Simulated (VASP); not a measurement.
# Ir in VASP: further runs, part 2 of 2

VASP 6.6.1.

### 4 Single point, LDA

This run uses another cell than the first one: it holds 6 atoms, not 4.

Input file INCAR:

```
PREC     = Accurate       # precision mode
ENCUT    = 420            # plane-wave cutoff, eV
EDIFF    = 1E-6           # SCF threshold, eV
ISMEAR   = 0              # smearing method
SIGMA    = 0.1            # smearing width, eV
LREAL    = F              # projectors in reciprocal space
LASPH    = T              # aspherical terms in the spheres
NELM     = 120            # most SCF steps
ALGO     = Normal         # electronic algorithm
ISIF     = 2              # what is computed and relaxed
LWAVE    = F              # write WAVECAR
LCHARG   = F              # write CHGCAR
LDIPOL   = T            
IDIPOL   = 3            
DIPOL    = 0.5 0.5 0.500
NBANDS   = 60             # bands
GGA_COMPAT= F            
NELMDL   = -8
```

Input file KPOINTS:

```
Automatic mesh
0
Gamma
  15 15 1
```

Input file POSCAR:

```
Ir
1.0
    2.6947084175      0.0000000000      0.0000000000
   -1.3473542087      2.3336859453      0.0000000000
    0.0000000000      0.0000000000     26.0011010473
Ir
6
Direct
    0.6666666667      0.3333333333      0.2904562645
    0.3333333333      0.6666666667      0.3732369124
    0.0000000000      0.0000000000      0.4574921910
    0.6666666667      0.3333333333      0.5425078173
    0.3333333333      0.6666666667      0.6267631098
    0.0000000000      0.0000000000      0.7095437049
```

Potentials or basis: VASP PAW LDA potentials, release 64 (Ir_sv_GW).

The run is started by

```bash
$ cat potpaw_LDA.64/Ir_sv_GW/POTCAR > POTCAR
$ mpirun -np 1 vasp_std > vasp.out
```

OUTCAR:

```text
PREC = Accurate
   ENCUT = 420
   EDIFF = 1E-6
   ISMEAR = 0
   LREAL = F
   LASPH = T
   NELM = 120
   ISIF = 2
   NELMDL = -8

 ion  position               nearest neighbor table
   1  0.667  0.333  0.290-   2 2.66   2 2.66   2 2.66
   2  0.333  0.667  0.373-   1 2.66   1 2.66   1 2.66   3 2.69   3 2.69   3 2.69
   3  0.000  0.000  0.457-   2 2.69   2 2.69   2 2.69   4 2.70   4 2.70   4 2.70
   4  0.667  0.333  0.543-   5 2.69   5 2.69   5 2.69   3 2.70   3 2.70   3 2.70
   5  0.333  0.667  0.627-   6 2.66   6 2.66   6 2.66   4 2.69   4 2.69   4 2.69
   6  0.000  0.000  0.710-   5 2.66   5 2.66   5 2.66

  LATTYP: Found a hexagonal cell.
 ALAT       =     2.6947084175
 C/A-ratio  =     9.6489478707

  Lattice vectors:

 A1 = (   2.6947084175,   0.0000000000,   0.0000000000)
 A2 = (  -1.3473542087,   2.3336859453,   0.0000000000)
 A3 = (   0.0000000000,   0.0000000000,  26.0011010473)

Analysis of symmetry for initial positions (statically):
=====================================================================
 Subroutine PRICEL returns:
 Original cell was already a primitive cell.

[... 194 lines left out ...]
      2     -88.8226      2.00000
      3     -88.7115      2.00000
      4     -88.6763      2.00000
      5     -88.2454      2.00000
      6     -88.2452      2.00000
[... 1501 lines left out ...]
     59       9.6797      0.00000
     60      10.1146      0.00000

 [... further k-points ...]

------------------------ aborting loop because EDIFF is reached ----------------------------------------

 vacuum level on the upper side and lower side of the slab       (xc-potential included)        -0.009        -0.009

  FORCE on cell =-STRESS in cart. coord.  units (eV):
  Direction    XX          YY          ZZ          XY          YZ          ZX
  --------------------------------------------------------------------------------------
  -------------------------------------------------------------------------------------
  Total       -4.6218871     -4.6218871     -0.4927997     -0.0000000      0.0000000     -0.0000000
  in kB      -45.2880882    -45.2880882     -4.8287537     -0.0000000      0.0000000     -0.0000000
  external PRESSURE =     -31.8016434 kB  Pullay stress =       0.0000000 kB

 VOLUME and BASIS-vectors are now :
 -----------------------------------------------------------------------------
  energy-cutoff  :      420.00
  volume of cell :      163.51
      direct lattice vectors                 reciprocal lattice vectors
     2.694708417  0.000000000  0.000000000     0.371097664  0.214253336  0.000000000
    -1.347354209  2.333685945  0.000000000     0.000000000  0.428506673  0.000000000
     0.000000000  0.000000000 26.001101047     0.000000000  0.000000000  0.038459910

 POSITION                                       TOTAL-FORCE (eV/Angst)
 -----------------------------------------------------------------------------------
      1.34735      0.77790      7.55218         0.000000      0.000000     -0.078618
     -0.00000      1.55579      9.70457        -0.000000      0.000000      0.009193
      0.00000      0.00000     11.89530        -0.000000     -0.000000     -0.001088
      1.34735      0.77790     14.10580         0.000000      0.000000      0.001088
     -0.00000      1.55579     16.29653         0.000000      0.000000     -0.009193
      0.00000      0.00000     18.44892        -0.000000     -0.000000      0.078618
 -----------------------------------------------------------------------------------
    total drift:                               -0.000000      0.000000     -0.000059

  FREE ENERGIE OF THE ION-ELECTRON SYSTEM (eV)
  ---------------------------------------------------
  free  energy   TOTEN  =       -63.1874551753 eV

  energy  without entropy=      -63.1608205851  energy(sigma->0) =      -63.17413788

 vacuum level on the upper side and lower side of the slab         9.564         9.564
```

stdout:

```text
POSCAR found type information on POSCAR Ir
 POSCAR found :  1 types and       6 ions
 scaLAPACK will be used
 LDA part: xc-table for (Slater(with rela. corr.)+CA(PZ))
 , standard interpolation
 POSCAR, INCAR and KPOINTS ok, starting setup
 FFT: planning ... GRIDC
 FFT: planning ... GRID_SOFT
 FFT: planning ... GRID
 WAVECAR not read
 entering main loop
```

Run time: 6.5 min. Hardware: 1 thread of AMD EPYC 7R13 (Zen 3), shared host; peak memory 0.25 GiB.

Results:

| Item | Value |
| --- | --- |
| Free energy | -63.1875 eV |
| Largest force | 0.079 eV/Å |
| Band gap on the k mesh | zero (bands 51 and 52 overlap by 2.23 eV) |

Forces on the atoms (eV/Å):
```
Ir   0.000  0.000 -0.079
Ir   0.000  0.000  0.009
Ir   0.000  0.000 -0.001
Ir   0.000  0.000  0.001
Ir   0.000  0.000 -0.009
Ir   0.000  0.000  0.079
```

Caveat: spin-orbit coupling is left out, which moves the levels of the heavy elements.

### 5 Relaxation of the atoms, LDA

Input file INCAR:

```
SYSTEM = Ir
  PREC = Accurate
  ENCUT = 520
  EDIFF = 1E-6
  ISMEAR = 0
  SIGMA = 0.1
  LREAL = .False.
  LASPH = .True.
  NELM = 80
  ALGO = Normal
  ISIF = 2
  LWAVE = .False.
  LCHARG = .False.
  LDIPOL = .True.
  IDIPOL = 3
  DIPOL = 0.5 0.5 0.500
  IBRION = 2
  NSW = 90
  EDIFFG = -0.03
```

Input file KPOINTS:

```
Automatic mesh
0
Gamma
  12 12 1
  0 0 0
```

Input file POSCAR:

```
Ir
1.0
    2.6947084175      0.0000000000      0.0000000000
   -1.3473542087      2.3336859453      0.0000000000
    0.0000000000      0.0000000000     23.6006606284
Ir
4
Selective dynamics
Direct
    0.6666666667      0.3333333333      0.3601594097  F F F
    0.3333333333      0.6666666667      0.4533864699  F F F
    0.0000000000      0.0000000000      0.5466135301  T T T
    0.6666666667      0.3333333333      0.6398405903  T T T
```

Potentials or basis: VASP PAW LDA potentials, release 64 (Ir).

The run is started by

```bash
$ cat potpaw_LDA.64/Ir/POTCAR > POTCAR
$ mpirun -np 1 vasp_std > vasp.out
```

It took 7.4 min on 1 thread of Intel Xeon 8259CL, shared host; peak memory 0.24 GiB.

Results (log left out):

```yaml
Free_energy: -39.1563 eV
Energy_gained_by_relaxing: 2.8 meV/atom
Ionic_steps: 5
Band_gap_on_the_k_mesh: zero (bands 18 and 19 overlap by 2.48 eV)
```

The path:
| step | energy change (eV) | largest force on free atoms (eV/Å) | pressure (GPa) |
| --- | --- | --- | --- |
| 1 | 0.0000 | 0.4342 | -4.07 |
| 2 | -0.0061 | 0.1631 | -3.72 |
| 3 | -0.0064 | 0.2408 | -3.63 |
| 4 | -0.0091 | 0.1651 | -3.44 |
| 5 | -0.0113 | 0.0138 | -3.03 |

Final structure:
```
CELL_PARAMETERS angstrom
2.69471 0.00000 0.00000
-1.34735 2.33369 0.00000
0.00000 0.00000 23.60066
ATOMIC_POSITIONS crystal
Ir 0.66667 0.33333 0.36016
Ir 0.33333 0.66667 0.45339
Ir 0.00000 0.00000 0.54558
Ir 0.66667 0.33333 0.63733
```

Levels at points of the mesh, in eV from the Fermi level:
```tsv
k point	band 14	band 15	band 16	band 17	band 18	band 19	band 20	band 21
(0.00, 0.00, 0.00)	-3.09	-3.09	-1.28	-1.28	-0.91	-0.91	-0.80	0.08
(0.50, 0.00, 0.00)	-0.46	0.09	0.66	0.92	1.15	1.18	1.62	1.67
```

Caveat: the highest band is partly filled, so the run has too few bands; spin-orbit coupling is left out, which moves the levels of the heavy elements.

### 6 The runs side by side

| task | potentials or basis | cell | k mesh | cutoff (eV) | atoms held fixed (from 0) | gap on the mesh (eV) | largest force (eV/Å) |
| --- | --- | --- | --- | --- | --- | --- | --- |
| single point | VASP PAW LDA potentials, release 64 (Ir_sv_GW) | a = 2.695, b = 2.695, c = 23.601 Å, angles 90.0, 90.0, 120.0°, 4 atoms, atomic positions A | 12 × 12 × 1 | 420 | - | none | 0.47 |
| single point | VASP PAW LDA potentials, release 64 (Ir_sv_GW) | a = 2.695, b = 2.695, c = 26.001 Å, angles 90.0, 90.0, 120.0°, 6 atoms, atomic positions B | 15 × 15 × 1 | 420 | - | none | 0.47 |
| single point | VASP PAW LDA potentials, release 64 (Ir_sv_GW) | a = 2.695, b = 2.695, c = 26.001 Å, angles 90.0, 90.0, 120.0°, 6 atoms, atomic positions C | 15 × 15 × 1 | 420 | - | none | 0.08 |
| relaxation of the atoms | VASP PAW LDA potentials, release 64 (Ir) | atoms relaxed from a = 2.695, b = 2.695, c = 23.601 Å, angles 90.0, 90.0, 120.0°, 4 atoms, atomic positions D | 12 × 12 × 1 | 520 | [0, 1] | none | - |

Alike in all rows: level LDA; no spin polarisation; smearing gaussian 0.1 eV.

Caveats: spin-orbit coupling is left out, which moves the levels of the heavy elements; the highest band is partly filled, so the run has too few bands (at least some runs).

Absolute energies hang on the potentials; compare differences alone.
